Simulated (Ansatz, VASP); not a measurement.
Two plane-wave programs on AlCu

```
Al Cu
1.0
     3.04106    0.00000    0.00000
     0.00000    3.04106    0.00000
     0.00000    0.00000    3.04106
Al Cu
1 1
Direct
  0.00000 0.00000 0.00000
  0.50000 0.50000 0.50000
```

Alike in both runs: task single point; functional PBEsol; k mesh 14 × 14 × 14; occupations gaussian, width 0.1 eV; no spin polarisation.

```csv
,VASP,Ansatz
version,VASP 6.6.1,Ansatz 0.2.0
potentials or method,"VASP PAW PBE potentials, release 64 (Al, Cu), cutoff 520 eV","scalar-relativistic, plane waves, PAW"
valence electrons in the cell,14,22
```

```csv
,VASP,Ansatz,Ansatz less VASP
gap on the k mesh at the Fermi level (eV),none,none,-
pressure (GPa),-8.7,-8.9,-0.28
```

VASP's potentials were made for PBE, not for PBEsol. A gap of «none» marks a metal or a gap that the smearing closes. VASP's potentials hold 14 valence electrons a cell and Ansatz's 22, so a difference there can come from the potentials and not from the codes.
